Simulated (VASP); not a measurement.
Input of a VASP 6.6.1 run:

Contents of POSCAR:

```
TiO2
1.0
    4.6428220289      0.0000000000      0.0000000000
    0.0000000000      4.6428220289      0.0000000000
    0.0000000000      0.0000000000      2.9356721096
Ti O
2 4
Direct
    0.0000000000      0.0000000000      0.0000000000
    0.5000000000      0.5000000000      0.5000000000
    0.3051633568      0.3051633568      0.0000000000
    0.1948366432      0.8051633568      0.5000000000
    0.8051633568      0.1948366432      0.5000000000
    0.6948366432      0.6948366432      0.0000000000
```

INCAR.step1

```
SYSTEM = TiO2
PREC     = Accurate       ! precision mode
ENCUT    = 520            ! plane-wave cutoff, eV
ISMEAR   = 0              ! smearing method
SIGMA    = 0.01           ! smearing width, eV
LREAL    = .False.        ! projectors in reciprocal space
LASPH    = .True.         ! aspherical terms in the spheres
NELM     = 80             ! most SCF steps
NBANDS   = 33             ! bands
GGA      = PE             ! functional
ALGO     = Normal         ! electronic algorithm
EDIFF    = 1E-4           ! SCF threshold, eV
LWAVE    = .True.         ! write WAVECAR
LCHARG   = .False.        ! write CHGCAR
```

INCAR.step2

```
SYSTEM = TiO2
PREC     = Accurate       ! precision mode
ENCUT    = 520            ! plane-wave cutoff, eV
EDIFF    = 1E-6           ! SCF threshold, eV
ISMEAR   = 0              ! smearing method
SIGMA    = 0.01           ! smearing width, eV
LREAL    = .False.        ! projectors in reciprocal space
LASPH    = .True.         ! aspherical terms in the spheres
NELM     = 80             ! most SCF steps
ALGO     = Normal         ! electronic algorithm
ISIF     = 2              ! what is computed and relaxed
LWAVE    = .False.        ! write WAVECAR
LCHARG   = .True.         ! write CHGCAR
METAGGA  = R2SCAN         ! meta-GGA
LMIXTAU  = .True.       
LELF     = .True.         ! ELF
LVHAR    = .True.       
NBANDS   = 33             ! bands
ISTART   = 1
```

The input KPOINTS:

```
Automatic mesh
0
Gamma
  6 6 8
  0 0 0
```

Potentials or basis: VASP PAW PBE potentials, release 64 (Ti_sv, O).

Run with:

```console
$ cat potpaw_PBE.64/Ti_sv/POTCAR potpaw_PBE.64/O/POTCAR > POTCAR
$ cp INCAR.step1 INCAR
$ mpirun -np 1 vasp_std > vasp.out
$ cp INCAR.step2 INCAR
$ mpirun -np 1 vasp_std > vasp.out
```

(1) Predict the largest force.

(2) Estimate the band gap on the k mesh.

## Answers

(1) 0.043 eV/Å.

(2) 2.24 eV.

Caveat: the cell differs from its parent crystal (epitaxial xy strain +1.0%); the structure was generated, so it needn't be the stable form of TiO2; the PAW data sets were made with another functional, which shifts forces and pressure a little.
